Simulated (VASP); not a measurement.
A run of VASP 6.6.1:

INCAR

```
PREC = Accurate
ENCUT = 520
EDIFF = 1E-6
ISMEAR = -1
SIGMA = 0.02
LREAL = F
LASPH = T
NELM = 100
ALGO = Normal
ISIF = 2
LWAVE = F
LCHARG = F
GGA = PE
NBANDS = 17
```

KPOINTS

```
regular mesh
0
Gamma
  6 6 6
```

The input POSCAR:

```
PbO
1.0
    3.1492008491      0.0000000000      0.0000000000
    0.0000000000      3.1492008491      0.0000000000
    0.0000000000      0.0000000000      3.1492008491
Pb O
1 1
Direct
    0.0000000000      0.0000000000      0.0000000000
    0.5000000000      0.5000000000      0.5000000000
```

Potentials or basis: VASP PAW PBE potentials, release 64 (Pb_d, O).

Run with:

```sh
$ cat potpaw_PBE.64/Pb_d/POTCAR potpaw_PBE.64/O/POTCAR > POTCAR
$ mpirun -np 1 vasp_std > vasp.out
```

Hardware: 1 thread of Intel Xeon 6975P-C, on a shared host.

Question: Estimate the wall time of this run.

Answer: Run time: 5.3 s on 1 thread of Intel Xeon 6975P-C (shared host), peak memory 0.14 GiB. Counts: scf iterations 13, k points 20.
